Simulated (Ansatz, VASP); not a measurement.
**Two plane-wave programs on SnO2**

File INCAR:

```
ALGO = Normal
EDIFF = 1E-6
ENCUT = 520
ISIF = 2
ISMEAR = 0
LASPH = T
LCHARG = F
LREAL = F
LWAVE = F
NBANDS = 64
NELM = 100
PREC = Accurate
SIGMA = 0.02
```

File KPOINTS:

```
k-points
0
Gamma
  6 6 6
```

Contents of POSCAR:

```
SnO2
1.0
   -3.1904240030      3.3392222528      3.3392226050
    3.1904240030     -3.3392222528      3.3392226050
    3.1904240030      3.3392222528     -3.3392226050
Sn O
4 8
Direct
    0.9999415049      0.2499415049      0.7500000000
    0.0000584951      0.7500584951      0.2500000000
    0.5000000000      0.5000000000      0.5000000000
    0.5000000000      0.0000000000      0.0000000000
    0.1939319177      0.1939750963      0.5000431786
    0.6939902436      0.7500585510      0.9439316926
    0.1939319177      0.6938887391      0.9999568214
    0.3061268583      0.7500585510      0.5560683074
    0.6938731417      0.2499414490      0.4439316926
    0.3060097564      0.2499414490      0.0560683074
    0.8060680823      0.3061112609      0.0000431786
    0.8060680823      0.8060249037      0.4999568214
```

Input for Ansatz:

```yaml
crystal:
  lattice:
    - [-3.1904240037, 3.3392222557, 3.3392226086]
    - [3.1904240037, -3.3392222557, 3.3392226086]
    - [3.1904240037, 3.3392222557, -3.3392226086]
  atoms:
    - { symbol: Sn, position: [0.999941505, 0.249941505, 0.75] }
    - { symbol: Sn, position: [5.8495e-05, 0.750058495, 0.25] }
    - { symbol: Sn, position: [0.5, 0.5, 0.5] }
    - { symbol: Sn, position: [0.5, 0.0, 0.0] }
    - { symbol: O, position: [0.1939319175, 0.1939750961, 0.5000431786] }
    - { symbol: O, position: [0.6939902432, 0.750058551, 0.9439316923] }
    - { symbol: O, position: [0.1939319175, 0.693888739, 0.9999568214] }
    - { symbol: O, position: [0.3061268587, 0.750058551, 0.5560683077] }
    - { symbol: O, position: [0.6938731413, 0.249941449, 0.4439316923] }
    - { symbol: O, position: [0.3060097568, 0.249941449, 0.0560683077] }
    - { symbol: O, position: [0.8060680825, 0.306111261, 4.31786e-05] }
    - { symbol: O, position: [0.8060680825, 0.8060249039, 0.4999568214] }
basis:
  ecutwfc: 420
kpoints:
  mp_grid: { grid: [6, 6, 6] }
hamiltonian:
  xc: lda
scf:
  occupations: { method: gaussian, width: 0.02 }
output:
  forces: true
  stress: true
  eigenvalues: true
```

Alike in both runs: task single point; functional LDA; k mesh 6 × 6 × 6; occupations gaussian, width 0.02 eV; no spin polarisation.

|  | VASP | Ansatz |
| --- | --- | --- |
| version | VASP 6.6.1 | Ansatz 0.2.0 |
| potentials or method | VASP PAW LDA potentials, release 64 (Sn_d, O), cutoff 520 eV | scalar-relativistic, plane waves, PAW |
| valence electrons in the cell | 104 | 104 |

|  | VASP | Ansatz | Ansatz less VASP |
| --- | --- | --- | --- |
| gap on the k mesh at the Fermi level (eV) | 1.20 | 1.16 | -0.035 |
| least direct gap on the mesh (eV) | 1.20 | 1.16 | -0.035 |
| pressure (GPa) | 1.1 | 0.0 | -1.07 |
| traceless stress, the component that is largest in VASP (GPa) | 0.30 | 0.01 | -0.299 |
| rms of the force components (eV/Å) | 0.010 | 0.000 | -0.0096 |

LDA's correlation is that of Perdew and Zunger in VASP and of Perdew and Wang (1992) in Ansatz. Atom by atom the forces differ by 0.010 eV/Å (rms over components).
